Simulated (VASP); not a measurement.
Ti4N3O, 8 atoms in the cell. The structure is cubic, space group Pm-3m (No. 221). The conventional cell has a = 4.255 Å, b = 4.255 Å, c = 4.255 Å, α = 90.00°, β = 90.00°, γ = 90.00°. Within 2.8 Å of Ti (site symmetry m-3m) lie 6 N at 2.13 Å. Within 2.8 Å of Ti (site symmetry 4/mmm) lie 4 N at 2.13 Å and 2 O at 2.13 Å. N (site symmetry 4/mmm) has 6 Ti at 2.13 Å within 2.8 Å. Within 2.8 Å of O (site symmetry m-3m) lie 6 Ti at 2.13 Å. 

```yaml
Program: VASP 6.6.1
Task: single point
Functional: PBE
Potentials_or_basis: VASP PAW PBE potentials, release 64 (Ti_sv, N, O)
Cutoff: 520 eV
k_mesh: 4 × 4 × 4
Occupations: gaussian, width 0.1 eV
Spin: no spin polarisation
Dipole_correction: no
Further_INCAR_settings: ALGO = Normal; EDIFF = 1e-06; NBANDS = 44
```

Potentials or basis: VASP PAW PBE potentials, release 64 (Ti_sv, N, O).

Launch:

```sh
$ cat potpaw_PBE.64/Ti_sv/POTCAR potpaw_PBE.64/N/POTCAR potpaw_PBE.64/O/POTCAR > POTCAR
$ mpirun -np 1 vasp_std > vasp.out
```

Hardware: 1 thread of AMD EPYC 7R13 Processor (Zen 3) (shared host).

Q: Estimate the wall time of this run.

A: Wall time 31 s on 1 thread of AMD EPYC 7R13 Processor (Zen 3) (shared host), peak memory 0.16 GiB. Counts: scf iterations 16, k points 10.
